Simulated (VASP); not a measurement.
A run of VASP 6.6.1:

Contents of POSCAR:

```
Be
1.0
    2.2853000000      0.0000000000      0.0000000000
   -1.1426500000      1.9791278553      0.0000000000
    0.0000000000      0.0000000000      3.5842000000
Be
2
Direct
    0.3333333333      0.6666666667      0.2500000000
    0.6666666667      0.3333333333      0.7500000000
```

The input INCAR.step1:

```
PREC = Accurate
ENCUT = 600
ISMEAR = -1
SIGMA = 0.05
LREAL = F
LASPH = T
NELM = 100
GGA = PE
ALGO = Normal
EDIFF = 1E-4
LWAVE = T
LCHARG = F
```

The input INCAR.step2:

```
PREC = Accurate
ENCUT = 600
EDIFF = 1E-6
ISMEAR = -1
SIGMA = 0.05
LREAL = F
LASPH = T
NELM = 100
ALGO = Normal
ISIF = 3
LWAVE = F
LCHARG = F
METAGGA = R2SCAN
LMIXTAU = T
IBRION = 2
NSW = 80
EDIFFG = -0.02
ISTART = 1
```

File KPOINTS:

```
regular mesh
0
Gamma
  13 13 7
```

Potentials or basis: VASP PAW PBE potentials, release 64 (Be).

The run is started by

```sh
$ cat potpaw_PBE.64/Be/POTCAR > POTCAR
$ cp INCAR.step1 INCAR
$ mpirun -np 1 vasp_std > vasp.out
$ cp INCAR.step2 INCAR
$ mpirun -np 1 vasp_std > vasp.out
```

Hardware: 1 thread of Oxide Virtual Turin-like Processor, on a shared host.

Question: How long does it take, and how much memory?

Answer: It took 77 s on 1 thread of Oxide Virtual Turin-like Processor, with other jobs on the host, peak memory 0.09 GiB. Counts: k points 84, ion steps 2.
